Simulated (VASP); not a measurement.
Set up this calculation in VASP 6.6.1, as the native input.

```
Task                   : single point
Functional             : PBE
Dispersion             : D3(BJ)
Potentials or basis    : VASP PAW PBE potentials, release 64 (W_sv, Se)
Cutoff                 : 520 eV
k mesh                 : 12 × 12 × 2
Occupations            : gaussian, width 0.05 eV
Spin                   : no spin polarisation
Dipole correction      : no
Further INCAR settings : ALGO = Normal; EDIFF = 1e-07; NBANDS = 35
```

The structure of WSe2 lies in POSCAR:

```
WSe2
1.0
    3.2790275592      0.0000000000      0.0000000000
   -1.6395137796      2.8397211660      0.0000000000
    0.0000000000      0.0000000000     12.7886113051
W Se
2 4
Direct
    0.3333333333      0.6666666667      0.2500000000
    0.6666666667      0.3333333333      0.7500000000
    0.3122861774      0.6561430887      0.6224493650
    0.6666666667      0.3333333333      0.1182912222
    0.3333333333      0.6666666667      0.8817087778
    0.6666666667      0.3333333333      0.3817087778
```

This cell differs from its parent crystal: atom 3 (Se) moved +0.080 Å towards its neighbour atom 2 (W) at 2.534 Å.

These files were run (other wordings do the same):

INCAR

```
SYSTEM = WSe2
PREC = Accurate ; ENCUT = 520
EDIFF = 1E-7 ; ISMEAR = 0
SIGMA = 0.05 ; LREAL = .False.
LASPH = .True. ; NELM = 100
ALGO = Normal ; ISIF = 2
LWAVE = .False. ; LCHARG = .False.
GGA = PE ; IVDW = 12
NBANDS = 35
```

KPOINTS

```
Automatic mesh
0
Gamma
  12 12 2
  0 0 0
```

Potentials or basis: VASP PAW PBE potentials, release 64 (W_sv, Se).

The run is started by

```sh
$ cat potpaw_PBE.64/W_sv/POTCAR potpaw_PBE.64/Se/POTCAR > POTCAR
$ mpirun -np 1 vasp_std > vasp.out
```

It gave:

```yaml
Pressure: 1.6 GPa
Largest_force: 1.198 eV/Å
Band_gap_on_the_k_mesh: 0.88 eV (least direct gap 1.48 eV)
Dispersion_energy_per_atom: -0.475 eV
```

Caveat: the cell differs from its parent crystal (atom 3 (Se) moved +0.080 Å towards its neighbour atom 2 (W) at 2.534 Å); spin-orbit coupling is left out, which moves the levels of the heavy elements; forces of over 1 eV/Å act on the atoms, so gaps and moduli don't describe the material at rest.

Wall time 6.2 min on 1 thread of Oxide Virtual Turin-like Processor (shared host), peak memory 0.4 GiB.
